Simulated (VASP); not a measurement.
A run of VASP 6.6.1 is set up as follows.

File INCAR:

```
PREC = Accurate
ENCUT = 520
EDIFF = 1E-7
ISMEAR = -1
SIGMA = 0.1
LREAL = False
LASPH = True
NELM = 100
ALGO = Normal
ISIF = 2
LWAVE = False
LCHARG = False
GGA = RE
NBANDS = 70
```

File KPOINTS:

```
regular mesh
0
Gamma
  5 5 5
```

Contents of POSCAR:

```
Bi
1.0
    6.4268723458      0.0000000000      0.0000000000
    0.0000000000      6.4268723458      0.0000000000
    0.0000000000      0.0000000000      6.4268723458
Bi
8
Direct
    0.0000000000      0.0000000000      1.0000000000
    0.5000000000      0.5000000000      0.5000000000
    0.2500000000      0.0000000000      0.5000000000
    0.7500000000      1.0000000000      0.5000000000
    0.5000000000      0.2500000000      0.0000000000
    0.5000000000      0.7500000000      1.0000000000
    1.0000000000      0.5000000000      0.2500000000
    1.0000000000      0.5000000000      0.7500000000
```

Potentials or basis: VASP PAW PBE potentials, release 64 (Bi_d).

Launch:

```bash
$ cat potpaw_PBE.64/Bi_d/POTCAR > POTCAR
$ mpirun -np 1 vasp_std > vasp.out
```

(1) What does it give for the pressure?

(2) Estimate the band gap on the k mesh.

## Answers

(1) -0.3 GPa.

(2) zero (bands 60 and 61 overlap by 0.42 eV).

Caveat: the PAW data sets were made with another functional, which shifts forces and pressure a little; spin-orbit coupling is left out, which moves the levels of the heavy elements.
